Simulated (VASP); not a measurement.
# SiC (P3m1) in VASP: further runs, part 2 of 2

VASP 6.6.1.

**4. Single point, LDA (the distance across one plane changed)**

INCAR reads:

```
SYSTEM = SiC
PREC = Accurate ; ENCUT = 520
EDIFF = 1E-7 ; ISMEAR = 0
SIGMA = 0.05 ; LREAL = .False.
LASPH = .True. ; NELM = 100
ALGO = Normal ; ISIF = 2
LWAVE = .False. ; LCHARG = .True.
LELF = .True. ; LVHAR = .True.
NBANDS = 26
```

KPOINTS reads:

```
Automatic mesh
0
Gamma
  10 10 3
  0 0 0
```

POSCAR reads:

```
SiC
1.0
   -3.0759982064      0.0000000000      0.0000000000
   -1.5379991032     -2.6638925888      0.0000000000
    0.0000000000      0.0000000000     10.8460000000
Si C
4 4
Direct
    0.3333333333      0.3333333333      0.6085432417
    0.3333333333      0.3333333333      0.1431182003
    0.6666666667      0.6666666667      0.8412557625
    0.6666666667      0.6666666667      0.3758307210
    0.3333333333      0.3333333333      0.7877318827
    0.3333333333      0.3333333333      0.3223068412
    0.6666666667      0.6666666667      0.0895943205
    0.6666666667      0.6666666667      0.5550193620
```

Potentials or basis: VASP PAW LDA potentials, release 64 (Si, C).

Launch:

```console
cat potpaw_LDA.64/Si/POTCAR potpaw_LDA.64/C/POTCAR > POTCAR
mpirun -np 1 vasp_std > vasp.out
```

OUTCAR:

```text
SYSTEM = SiC
   PREC = Accurate
   ENCUT = 520
   EDIFF = 1E-7
   ISMEAR = 0
   LREAL = .False.
   LASPH = .True.
   NELM = 100
   ISIF = 2

 ion  position               nearest neighbor table
   1  0.333  0.333  0.609-   8 1.87   8 1.87   8 1.87   5 1.94   4 3.09   4 3.09   4 3.09   3 3.09
                             3 3.09   3 3.09
   2  0.333  0.333  0.143-   7 1.87   7 1.87   7 1.87   6 1.94   4 3.09   4 3.09   4 3.09
   3  0.667  0.667  0.841-   5 1.87   5 1.87   5 1.87   1 3.09   1 3.09   1 3.09
   4  0.667  0.667  0.376-   6 1.87   6 1.87   6 1.87   8 1.94   1 3.09   2 3.09   2 3.09   1 3.09
                             1 3.09   2 3.09
   5  0.333  0.333  0.788-   3 1.87   3 1.87   3 1.87   1 1.94
   6  0.333  0.333  0.322-   4 1.87   4 1.87   4 1.87   2 1.94
   7  0.667  0.667  0.090-   2 1.87   2 1.87   2 1.87
   8  0.667  0.667  0.555-   1 1.87   1 1.87   1 1.87   4 1.94

  LATTYP: Found a hexagonal cell.
 ALAT       =     3.0759982065
 C/A-ratio  =     3.5260098583

  Lattice vectors:

 A1 = (   1.5379991032,   2.6638925888,   0.0000000000)
 A2 = (  -3.0759982064,   0.0000000000,   0.0000000000)
 A3 = (   0.0000000000,   0.0000000000,  10.8460000000)
[... 195 lines left out ...]
  band No.  band energies     occupation
      1      -8.2402      2.00000
      2      -7.2465      2.00000
      3      -6.2888      2.00000
      4      -4.6439      2.00000
      5      -0.8717      2.00000
      6       2.2610      2.00000
[... 685 lines left out ...]
     25      14.9056      0.00000
     26      15.5515      0.00000

 [... further k-points ...]

------------------------ aborting loop because EDIFF is reached ----------------------------------------

  FORCE on cell =-STRESS in cart. coord.  units (eV):
  Direction    XX          YY          ZZ          XY          YZ          ZX
  --------------------------------------------------------------------------------------
  -------------------------------------------------------------------------------------
  Total       -1.2923102     -1.2923102     -9.8166690      0.0000000     -0.0000000      0.0000000
  in kB      -23.2972661    -23.2972661   -176.9710973      0.0000000     -0.0000000      0.0000000
  external PRESSURE =     -74.5218765 kB  Pullay stress =       0.0000000 kB

 VOLUME and BASIS-vectors are now :
 -----------------------------------------------------------------------------
  energy-cutoff  :      520.00
  volume of cell :       88.87
      direct lattice vectors                 reciprocal lattice vectors
    -3.075998206  0.000000000  0.000000000    -0.325097719  0.187695255  0.000000000
    -1.537999103 -2.663892589  0.000000000     0.000000000 -0.375390511  0.000000000
     0.000000000  0.000000000 10.846000000     0.000000000  0.000000000  0.092199889

 POSITION                                       TOTAL-FORCE (eV/Angst)
 -----------------------------------------------------------------------------------
     -1.53800     -0.88796      6.60026        -0.000000     -0.000000      0.195967
     -1.53800     -0.88796      1.55226        -0.000000     -0.000000     -1.343618
     -3.07600     -1.77593      9.12426         0.000000      0.000000      2.077395
     -3.07600     -1.77593      4.07626        -0.000000     -0.000000      0.157035
     -1.53800     -0.88796      8.54374        -0.000000     -0.000000      0.180077
     -1.53800     -0.88796      3.49574        -0.000000     -0.000000     -0.109700
     -3.07600     -1.77593      0.97174         0.000000      0.000000     -0.914777
     -3.07600     -1.77593      6.01974        -0.000000      0.000000     -0.242380
 -----------------------------------------------------------------------------------
    total drift:                                0.000000      0.000000      0.000479

  FREE ENERGIE OF THE ION-ELECTRON SYSTEM (eV)
  ---------------------------------------------------
  free  energy   TOTEN  =       -64.7573013192 eV

  energy  without entropy=      -64.7573013192  energy(sigma->0) =      -64.75730132
```

OSZICAR:

```text
N       E                     dE             d eps       ncg     rms          rms(c)
DAV:   1     0.740058075357E+02    0.74006E+02   -0.14312E+04  1872   0.110E+03
DAV:   2    -0.653608762380E+02   -0.13937E+03   -0.12962E+03  2494   0.197E+02
DAV:   3    -0.730720482412E+02   -0.77112E+01   -0.76478E+01  2528   0.437E+01
DAV:   4    -0.731923229141E+02   -0.12027E+00   -0.12008E+00  2424   0.643E+00
DAV:   5    -0.731949541507E+02   -0.26312E-02   -0.26294E-02  2474   0.906E-01    0.180E+01
DAV:   6    -0.650184010978E+02    0.81766E+01   -0.21763E+01  2408   0.210E+01    0.820E+00
DAV:   7    -0.648474932718E+02    0.17091E+00   -0.22853E+00  2456   0.718E+00    0.362E+00
DAV:   8    -0.647727764847E+02    0.74717E-01   -0.10763E-01  2452   0.178E+00    0.148E+00
DAV:   9    -0.647573194454E+02    0.15457E-01   -0.20984E-02  2568   0.933E-01    0.222E-01
DAV:  10    -0.647573046416E+02    0.14804E-04   -0.32792E-03  2340   0.333E-01    0.115E-01
DAV:  11    -0.647573006363E+02    0.40053E-05   -0.36905E-04  2502   0.932E-02    0.603E-02
DAV:  12    -0.647573024929E+02   -0.18566E-05   -0.34574E-05  2454   0.346E-02    0.144E-02
DAV:  13    -0.647573017080E+02    0.78495E-06   -0.77008E-06  2456   0.153E-02    0.646E-03
DAV:  14    -0.647573013199E+02    0.38805E-06   -0.10014E-06  2470   0.538E-03    0.111E-03
DAV:  15    -0.647573013192E+02    0.72487E-09   -0.20302E-07  1692   0.223E-03
   1 F= -.64757301E+02 E0= -.64757301E+02  d E =-.665153E-16
```

Run time: 2.1 min. Hardware: 1 thread of Intel Xeon 8259CL, shared host; peak memory 0.2 GiB.

What came out:

```
Free energy            : -64.7573 eV
Pressure               : -7.5 GPa
Largest force          : 2.077 eV/Å
Band gap on the k mesh : 1.54 eV (least direct gap 2.72 eV)
```

Forces on the atoms (eV/Å):
```
Si   0.000  0.000  0.196
Si   0.000  0.000 -1.344
Si   0.000  0.000  2.077
Si   0.000  0.000  0.157
C    0.000  0.000  0.180
C    0.000  0.000 -0.110
C    0.000  0.000 -0.915
C    0.000  0.000 -0.242
```

Stress tensor (GPa, compression positive):
```
 -2.33   0.00   0.00
  0.00  -2.33   0.00
  0.00   0.00 -17.70
```

Caveat: the cell differs from its parent crystal (the distance across one plane changed); the stress differs along the axes, from -18 to -2 GPa; forces of over 1 eV/Å act on the atoms, so gaps and moduli don't describe the material at rest. A k mesh can miss the band edges.

**5. The runs side by side**

| cell | gap on the mesh (eV) | pressure (GPa) | largest force (eV/Å) |
| --- | --- | --- | --- |
| a = 3.076, b = 3.076, c = 10.346 Å, angles 90.0, 90.0, 60.0°, 8 atoms | 2.44 | -6.5 | 2.20 |
| a = 3.076, b = 3.076, c = 10.596 Å, angles 90.0, 90.0, 60.0°, 8 atoms | 2.15 | -7.4 | 2.35 |
| a = 3.076, b = 3.076, c = 10.846 Å, angles 90.0, 90.0, 60.0°, 8 atoms | 1.54 | -7.5 | 2.08 |

Alike in all rows: task single point; level LDA; potentials or basis VASP PAW LDA potentials, release 64 (Si, C); no spin polarisation; k mesh 10 × 10 × 3; cutoff (eV) 520; smearing gaussian 0.05 eV.

Caveats: forces of over 1 eV/Å act on the atoms, so gaps and moduli don't describe the material at rest; the stress differs along the axes, from -18 to -2 GPa (at least some runs); the stress differs along the axes, from -15 to -2 GPa (at least some runs).

Absolute energies hang on the potentials; compare differences alone.
